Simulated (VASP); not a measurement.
Here is a VASP 6.6.1 calculation.

INCAR

```
SYSTEM = Ca
PREC = Accurate
ENCUT = 520
EDIFF = 1E-6
ISMEAR = -1
SIGMA = 0.08
LREAL = .FALSE.
LASPH = .TRUE.
NELM = 100
ALGO = Normal
ISIF = 2
LWAVE = .FALSE.
LCHARG = .FALSE.
GGA = PE
NBANDS = 17
```

KPOINTS

```
Automatic mesh
0
G
  10 10 10
  0 0 0
```

Contents of POSCAR:

```
Ca
1.0
    0.0000000000      4.3001276577      4.3001276577
    4.3001276577      0.0000000000      4.3001276577
    4.3001276577      4.3001276577      0.0000000000
Ca
2
Direct
   -0.1250000000     -0.1250000000     -0.1250000000
    0.1250000000      0.1250000000      0.1250000000
```

Potentials or basis: VASP PAW PBE potentials, release 64 (Ca_sv).

Command:

```sh
$ cat potpaw_PBE.64/Ca_sv/POTCAR > POTCAR
$ mpirun -np 1 vasp_std > vasp.out
```

What does it give for the band gap on the k mesh?

Zero (band 10 reaches 0.55 eV, above the bottom of band 11 at -0.22 eV).

What does it give for the pressure?

0.0 GPa.
